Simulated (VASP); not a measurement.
Set up this calculation in VASP 6.6.1, as the native input.

- Task: single point
- Functional: PBE
- Potentials or basis: VASP PAW PBE potentials, release 64 (Ni, Si)
- Cutoff: 400 eV
- k mesh: 1 × 1 × 1, shifted
- Occupations: fermi-dirac, width 0.05 eV
- Spin: no spin polarisation
- Dipole correction: no
- Further INCAR settings: LREAL = Auto; ALGO = Normal; EDIFF = 1e-06; NBANDS = 98; ISYM = -1

The structure of Si3Ni7 lies in POSCAR:

```
Si3Ni7
1.0
    6.3191000000      0.0520890000     -0.0979460000
    0.0520890000      6.2804780000      0.1071670000
   -0.0979460000      0.1071670000      6.3162060000
Ni Si
14 6
Direct
    0.2200426579      0.1580704206      0.7233607272
    0.4391585908      0.6176306862      0.3515796033
    0.6156371532      0.3668154121      0.7050393368
    0.3785362555      0.1913084903      0.3629910353
    0.1194101630      0.4553209647      0.4721578691
    0.2337275814      0.3905755532      0.0652364523
    0.8240364039      0.6942221583      0.5418064838
    0.9526573779      0.6837478165      0.1134296091
    0.6785609984      0.9567874716      0.2446440620
    0.8558720917      0.1066630298      0.5588722868
    0.1410285918      0.8561803705      0.4400419975
    0.2665309493      0.9181470317      0.0478639515
    0.3213683437      0.6587400160      0.7575379195
    0.7380981300      0.3653230332      0.2963592679
    0.5101243376      0.9019213859      0.5630437686
    0.9637641665      0.3969229195      0.8024468813
    0.0195150708      0.1374570483      0.2483274870
    0.5838540370      0.6500295309      0.0125827835
    0.5434801607      0.1934196961      0.0058554929
    0.0223691954      0.8551170208      0.7840582855
```

The input as run:

INCAR

```
SYSTEM = Si3Ni7
ALGO     = Normal         ! electronic algorithm
EDIFF    = 1E-6           ! SCF threshold, eV
ENCUT    = 400            ! plane-wave cutoff, eV
GGA      = PE             ! functional
GGA_COMPAT= .FALSE.      
ISIF     = 2              ! what is computed and relaxed
ISMEAR   = -1             ! smearing method
ISYM     = -1           
LASPH    = .TRUE.         ! aspherical terms in the spheres
LCHARG   = .FALSE.        ! write CHGCAR
LREAL    = Auto         
LWAVE    = .FALSE.        ! write WAVECAR
NBANDS   = 98             ! bands
NELM     = 120            ! most SCF steps
PREC     = Accurate       ! precision mode
SIGMA    = 0.05           ! smearing width, eV
```

KPOINTS

```
explicit points
1
Reciprocal
  0.25000000   0.25000000   0.25000000 1
```

Potentials or basis: VASP PAW PBE potentials, release 64 (Ni, Si).

Launch:

```console
$ cat potpaw_PBE.64/Ni/POTCAR potpaw_PBE.64/Si/POTCAR > POTCAR
$ mpirun -np 1 vasp_std > vasp.out
```

Results of the run:

- Pressure: -7.6 GPa
- Largest force: 1.464 eV/Å

Caveat: the atoms stand as in a frame of molecular dynamics.

Run time: 2.9 min on 1 thread of AMD EPYC 7R43 64-Core Processor (Zen 3) (shared host), peak memory 0.21 GiB.
